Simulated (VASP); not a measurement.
A run of VASP 6.6.1:

The input INCAR:

```
SYSTEM = K3TaO3
PREC = Accurate ; ENCUT = 520
EDIFF = 1E-7 ; ISMEAR = 0
SIGMA = 0.02 ; LREAL = .FALSE.
LASPH = .TRUE. ; NELM = 80
ALGO = Normal ; ISIF = 2
LWAVE = .FALSE. ; LCHARG = .TRUE.
GGA = PE ; LELF = .TRUE.
LVHAR = .TRUE. ; NBANDS = 69
```

KPOINTS

```
Automatic mesh
0
G
  4 4 6
  0 0 0
```

The input POSCAR:

```
K3TaO3
1.0
    4.6902981222     -5.7870401580      0.0000000000
    4.6902981222      5.7870401580      0.0000000000
    0.0000000000      0.0000000000      5.9328266463
K Ta O
6 2 6
Direct
    0.3944316564      0.6055683436      0.7500000000
    0.9027305217      0.6869033257      0.7500000000
    0.3130966743      0.0972694783      0.7500000000
    0.6055683436      0.3944316564      0.2500000000
    0.6869033257      0.9027305217      0.2500000000
    0.0972694783      0.3130966743      0.2500000000
    0.7988645945      0.2011354055      0.7500000000
    0.2011354055      0.7988645945      0.2500000000
    0.0502319215      0.2998700489      0.7500000000
    0.7001299511      0.9497680785      0.7500000000
    0.6367226174      0.3632773826      0.7500000000
    0.2998700489      0.0502319215      0.2500000000
    0.9497680785      0.7001299511      0.2500000000
    0.3632773826      0.6367226174      0.2500000000
```

Potentials or basis: VASP PAW PBE potentials, release 64 (K_sv, Ta_pv, O).

Launch:

```console
$ cat potpaw_PBE.64/K_sv/POTCAR potpaw_PBE.64/Ta_pv/POTCAR potpaw_PBE.64/O/POTCAR > POTCAR
$ mpirun -np 1 vasp_std > vasp.out
```

Hardware: 1 thread of Oxide Virtual Turin-like Processor, on a shared host.

**Question.** Estimate the wall time of this run.

**Answer.** Wall time 19 min on 1 thread of Oxide Virtual Turin-like Processor, on a shared host, peak memory 0.67 GiB. Counts: scf iterations 18, k points 28.
